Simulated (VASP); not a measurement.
Wanted: the native input for a VASP 6.6.1 run.

| Property | Result |
| --- | --- |
| Task | single point |
| Functional | PBE |
| Potentials or basis | VASP PAW PBE potentials, release 64 (Ti_sv, O) |
| Cutoff | 520 eV |
| k mesh | 6 × 6 × 6 |
| Occupations | gaussian, width 0.05 eV |
| Spin | no spin polarisation |
| Hubbard terms | Ti d U = 4.0 eV |
| Dipole correction | no |
| Further INCAR settings | ALGO = Normal; EDIFF = 1e-06; NBANDS = 33 |

The structure of TiO2 lies in POSCAR:

```
TiO2
1.0
    2.7418066933     -2.7418828846     -0.0204594682
    2.7418066933      2.7418828846     -0.0204594682
   -2.7046110895      0.0000000000      4.9872511229
Ti O
2 4
Direct
    0.1250069486      0.8749930514      0.2500000000
    0.8749930514      0.1250069486      0.7500000000
    0.3424929808      0.0925162561      0.6849956835
    0.6575070192      0.9074837439      0.3150043165
    0.9074837439      0.6575070192      0.8150043165
    0.0925162561      0.3424929808      0.1849956835
```

One way to write it, as run:

INCAR

```
SYSTEM = TiO2
  ALGO = Normal
  EDIFF = 1E-6
  ENCUT = 520
  GGA = PE
  ISIF = 2
  ISMEAR = 0
  LASPH = .True.
  LCHARG = .False.
  LDAU = .True.
  LDAUJ = 0 0
  LDAUL = 2 -1
  LDAUPRINT = 1
  LDAUTYPE = 2
  LDAUU = 4 0
  LMAXMIX = 4
  LREAL = .False.
  LWAVE = .False.
  NBANDS = 33
  NELM = 150
  PREC = Accurate
  SIGMA = 0.05
```

KPOINTS

```
k-points
0
Gamma
  6 6 6
  0 0 0
```

Potentials or basis: VASP PAW PBE potentials, release 64 (Ti_sv, O).

Launch:

```sh
$ cat potpaw_PBE.64/Ti_sv/POTCAR potpaw_PBE.64/O/POTCAR > POTCAR
$ mpirun -np 1 vasp_std > vasp.out
```

It gave:

- Pressure: -8.3 GPa
- Largest force: 1.291 eV/Å
- Band gap on the k mesh: 2.11 eV, indirect (least direct gap 2.69 eV)

Caveat: forces of over 1 eV/Å act on the atoms, so gaps and moduli don't describe the material at rest.

Wall time 2.9 min on 1 thread of Intel Xeon 6975P-C, with other jobs on the host, peak memory 0.27 GiB.
